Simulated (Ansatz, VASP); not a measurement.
One calculation of KTaO3, two programs

INCAR

```
ALGO     = Normal         # electronic algorithm
EDIFF    = 1E-6           # SCF threshold, eV
ENCUT    = 520            # plane-wave cutoff, eV
ISIF     = 2              # what is computed and relaxed
ISMEAR   = -1             # smearing method
LASPH    = True           # aspherical terms in the spheres
LCHARG   = False          # write CHGCAR
LREAL    = False          # projectors in reciprocal space
LWAVE    = False          # write WAVECAR
NBANDS   = 27             # bands
NELM     = 80             # most SCF steps
PREC     = Accurate       # precision mode
SIGMA    = 0.01           # smearing width, eV
```

File KPOINTS:

```
k-points
0
Gamma
  5 5 5
```

Contents of POSCAR:

```
KTaO3
1.0
    4.1079490000      0.0000000000      0.0000000000
    0.0000000000      4.1079490000      0.0000000000
    0.0000000000      0.0000000000      3.9883000000
K Ta O
1 1 3
Direct
    0.5000000000      0.5000000000      0.5000000000
    0.0000000000      0.0000000000      0.0000000000
    0.5000000000      0.0000000000      0.0000000000
    0.0000000000      0.5000000000      0.0000000000
    0.0000000000      0.0000000000      0.5000000000
```

Input for Ansatz:

```yaml
crystal:
  lattice:
    - [4.107949, 0.0, 0.0]
    - [0.0, 4.107949, 0.0]
    - [0.0, 0.0, 3.9883]
  atoms:
    - { symbol: K, position: [0.5, 0.5, 0.5] }
    - { symbol: Ta, position: [0.0, 0.0, 0.0] }
    - { symbol: O, position: [0.5, 0.0, 0.0] }
    - { symbol: O, position: [0.0, 0.5, 0.0] }
    - { symbol: O, position: [0.0, 0.0, 0.5] }
kpoints:
  mp_grid: { grid: [5, 5, 5] }
  band_path:
    path:
      - [0.0, 0.0, 0.0]
      - [0.0, 0.5, 0.0]
      - [0.5, 0.5, 0.0]
      - [0.0, 0.0, 0.0]
      - [0.0, 0.0, 0.5]
      - [0.0, 0.5, 0.5]
      - [0.5, 0.5, 0.5]
      - [0.0, 0.0, 0.5]
      - [0.0, 0.5, 0.0]
    npoints: 5
scf:
  occupations: { method: fermi_dirac, width: 0.01 }
hamiltonian:
  xc: lda
  pseudopotentials: { kind: all_electron, lapw: { basis_error: 0.0005 } }
output:
  forces: true
  stress: true
  eigenvalues: true
```

Change from the starting cell: equal xx and yy strain of +3 %.

Alike in both runs: task single point; functional LDA; k mesh 5 × 5 × 5; occupations fermi-dirac, width 0.01 eV; no spin polarisation.

```csv
,VASP,Ansatz
version,VASP 6.6.1,Ansatz 0.2.0
potentials or method,"VASP PAW LDA potentials, release 64 (K_sv, Ta_pv, O), cutoff 520 eV","all-electron LAPW, scalar-relativistic"
```

|  | VASP | Ansatz | Ansatz less VASP |
| --- | --- | --- | --- |
| gap on the k mesh at the Fermi level (eV) | 1.96 | 2.02 | +0.055 |
| pressure (GPa) | -14.3 | -15.1 | -0.79 |
| traceless stress, the component that is largest in VASP (GPa) | 5.99 | 5.85 | -0.145 |

LDA's correlation is that of Perdew and Zunger in VASP and of Perdew and Wang (1992) in Ansatz. Ansatz ran all-electron here, and VASP with PAW potentials.

Spin-orbit coupling is off throughout.
